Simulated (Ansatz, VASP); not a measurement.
# KI in VASP and in Ansatz

```
K I
1.0
     0.00000    3.54457    3.54457
     3.54457    0.00000    3.54457
     3.54457    3.54457    0.00000
K I
1 1
Direct
  0.00000 0.00000 0.00000
  0.50000 0.50000 0.50000
```

Alike in both runs: task single point; functional r2SCAN; k mesh 6 × 6 × 6; no spin polarisation.

|  | VASP | Ansatz |
| --- | --- | --- |
| version | VASP 6.6.1 | Ansatz 0.2.0 |
| potentials or method | VASP PAW PBE potentials, release 64 (K_sv, I) | plane waves, PAW |
| plane-wave cutoff (eV) | 520 | 500 |
| occupations | gaussian, width 0.01 eV | fixed |
| valence electrons in the cell | 16 | 26 |

Ansatz gave:

| Quantity | Value |
| --- | --- |
| gap on the k mesh at the Fermi level (eV) | 4.59 |

Task: What did VASP give for the same quantities?

Result: gap on the k mesh at the Fermi level (eV): 4.58.

VASP's potentials were made for PBE, not for r2SCAN. VASP's potentials hold 16 valence electrons a cell and Ansatz's 26, so a difference there can come from the potentials and not from the codes.

Neither program's run includes spin-orbit coupling.
